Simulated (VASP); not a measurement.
Input of a VASP 6.6.1 run:

The input POSCAR:

```
SbPt
1.0
    3.8789898133      0.0000001745      0.0000000000
    1.9394951494     -5.3959297279      0.0000000000
    0.0000000000      0.0000000000     -3.8260988206
Sb Pt
2 2
Direct
    0.1477435158      0.7045129684      0.7500000000
    0.8522564842      0.2954870316      0.2500000000
    0.3974595501      0.2050808997      0.7500000000
    0.6025404499      0.7949191003      0.2500000000
```

INCAR.step1

```
PREC     = Accurate       # precision mode
ENCUT    = 520            # plane-wave cutoff, eV
ISMEAR   = -1             # smearing method
SIGMA    = 0.1            # smearing width, eV
LREAL    = False          # projectors in reciprocal space
LASPH    = True           # aspherical terms in the spheres
NELM     = 80             # most SCF steps
NBANDS   = 23             # bands
GGA      = PE             # functional
ALGO     = Normal         # electronic algorithm
EDIFF    = 1E-4           # SCF threshold, eV
LWAVE    = True           # write WAVECAR
LCHARG   = False          # write CHGCAR
```

INCAR.step2

```
PREC     = Accurate       # precision mode
ENCUT    = 520            # plane-wave cutoff, eV
EDIFF    = 1E-6           # SCF threshold, eV
ISMEAR   = -1             # smearing method
SIGMA    = 0.1            # smearing width, eV
LREAL    = False          # projectors in reciprocal space
LASPH    = True           # aspherical terms in the spheres
NELM     = 80             # most SCF steps
ALGO     = Normal         # electronic algorithm
ISIF     = 2              # what is computed and relaxed
LWAVE    = False          # write WAVECAR
LCHARG   = False          # write CHGCAR
METAGGA  = R2SCAN         # meta-GGA
LMIXTAU  = True         
NBANDS   = 23             # bands
ISTART   = 1
```

Contents of KPOINTS:

```
Automatic mesh
0
Gamma
  7 7 5
```

Potentials or basis: VASP PAW PBE potentials, release 64 (Sb, Pt).

Command:

```console
$ cat potpaw_PBE.64/Sb/POTCAR potpaw_PBE.64/Pt/POTCAR > POTCAR
$ cp INCAR.step1 INCAR
$ mpirun -np 1 vasp_std > vasp.out
$ cp INCAR.step2 INCAR
$ mpirun -np 1 vasp_std > vasp.out
```

What does it give for the largest force?

0.018 eV/Å.

Predict the pressure.

-0.2 GPa.

Estimate the band gap on the k mesh.

zero (band 15 reaches 12.38 eV, above the bottom of band 16 at 8.85 eV).

Forces in eV/Å, atoms in the order of the input:
```
Sb   0.000  0.006  0.000
Sb   0.000 -0.006  0.000
Pt   0.000 -0.018  0.000
Pt   0.000  0.018  0.000
```

Caveat: the PAW data sets were made with another functional, which shifts forces and pressure a little; spin-orbit coupling is left out, which moves the levels of the heavy elements.
